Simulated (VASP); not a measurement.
BAs, 2 atoms in the cell. It takes space group F-43m (No. 216, cubic). The conventional cell has a = 4.809 Å, b = 4.809 Å, c = 4.809 Å, α = 90.00°, β = 90.00°, γ = 90.00°. B (site symmetry -43m) has 4 As at 2.08 Å within 2.8 Å. Within 2.8 Å of As (site symmetry -43m) lie 4 B at 2.08 Å. 

```yaml
Program: VASP 6.6.1
Task: single point
Functional: PBE
Potentials_or_basis: VASP PAW PBE potentials, release 64 (B, As)
Cutoff: 520 eV
k_mesh: 8 × 8 × 8
Occupations: gaussian, width 0.01 eV
Spin: no spin polarisation
Dipole_correction: no
Further_INCAR_settings: ALGO = Normal; EDIFF = 1e-06; NBANDS = 11
```

Potentials or basis: VASP PAW PBE potentials, release 64 (B, As).

Command:

```bash
$ cat potpaw_PBE.64/B/POTCAR potpaw_PBE.64/As/POTCAR > POTCAR
$ mpirun -np 1 vasp_std > vasp.out
```

Hardware: 1 thread of AMD EPYC 7571, on a shared host.

Question: How long does it take, and how much memory?

Answer: Run time: 23 s on 1 thread of AMD EPYC 7571, on a shared host, peak memory 0.13 GiB. Counts: scf iterations 12, k points 29.
